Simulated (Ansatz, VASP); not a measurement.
# Two plane-wave programs on MoS

```
Mo S
1.0
     3.74179    0.00000    0.00000
    -1.87089    3.24048    0.00000
     0.00000    0.00000    5.21063
Mo S
2 2
Direct
  0.00000 0.00000 0.00000
  0.00000 0.00000 0.50000
  0.33333 0.66667 0.25000
  0.66667 0.33333 0.75000
```

Alike in both runs: task single point; functional LDA; k mesh 10 × 10 × 6; occupations gaussian, width 0.05 eV; collinear spin.

|  | VASP | Ansatz |
| --- | --- | --- |
| version | VASP 6.6.1 | Ansatz 0.2.0 |
| potentials or method | VASP PAW LDA potentials, release 64 (Mo_sv, S), cutoff 520 eV | scalar-relativistic, plane waves, PAW |
| valence electrons in the cell | 40 | 40 |

Ansatz gave:

```
gap on the k mesh at the Fermi level (eV)                     : none
pressure (GPa)                                                : -9.7
traceless stress, the component that is largest in VASP (GPa) : -1.06
net moment per atom (μB)                                      : 0.00
```

Q: Which values does VASP return?

A: gap on the k mesh at the Fermi level (eV): none; pressure (GPa): -9.2; traceless stress, the component that is largest in VASP (GPa): -0.92; net moment per atom (μB): 0.00.

LDA's correlation is that of Perdew and Zunger in VASP and of Perdew and Wang (1992) in Ansatz. A gap of «none» marks a metal or a gap that the smearing closes. Ansatz's warnings: seeded moment not kept.
